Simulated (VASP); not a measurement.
Input of a VASP 6.6.1 run:

The input INCAR:

```
PREC = Accurate ; ENCUT = 520
EDIFF = 1E-7 ; ISMEAR = 0
SIGMA = 0.03 ; LREAL = F
LASPH = T ; NELM = 100
ALGO = Normal ; ISIF = 2
LWAVE = F ; LCHARG = F
GGA = PS ; NBANDS = 26
```

KPOINTS

```
Automatic mesh
0
Gamma
  12 12 6
```

File POSCAR:

```
SiGe
1.0
    3.8654920470      0.0000000000      0.0000000000
   -1.9327460235      3.3476143109      0.0000000000
    0.0000000000      0.0000000000      6.3853843130
Si Ge
2 2
Direct
    0.6666666667      0.3333333333      0.8745463082
    0.3333333333      0.6666666667      0.3745463082
    0.6666666667      0.3333333333      0.5237332063
    0.3333333333      0.6666666667      0.0237332063
```

Potentials or basis: VASP PAW PBE potentials, release 64 (Si, Ge_d).

Command:

```sh
$ cat potpaw_PBE.64/Si/POTCAR potpaw_PBE.64/Ge_d/POTCAR > POTCAR
$ mpirun -np 1 vasp_std > vasp.out
```

What does it give for the pressure?

2.9 GPa.

What does it give for the band gap on the k mesh?

Zero (bands 18 and 19 overlap by 0.20 eV).

Predict the largest force.

2.282 eV/Å.

Stress tensor (GPa, compression positive):
```
-1.00  0.00  0.00
 0.00 -1.00  0.00
 0.00  0.00 10.81
```

Caveat: the cell differs from its parent crystal (atoms shifted along a free coordinate); semilocal functionals underestimate gaps, so a narrow gap can read as zero; the PAW data sets were made with another functional, which shifts forces and pressure a little.
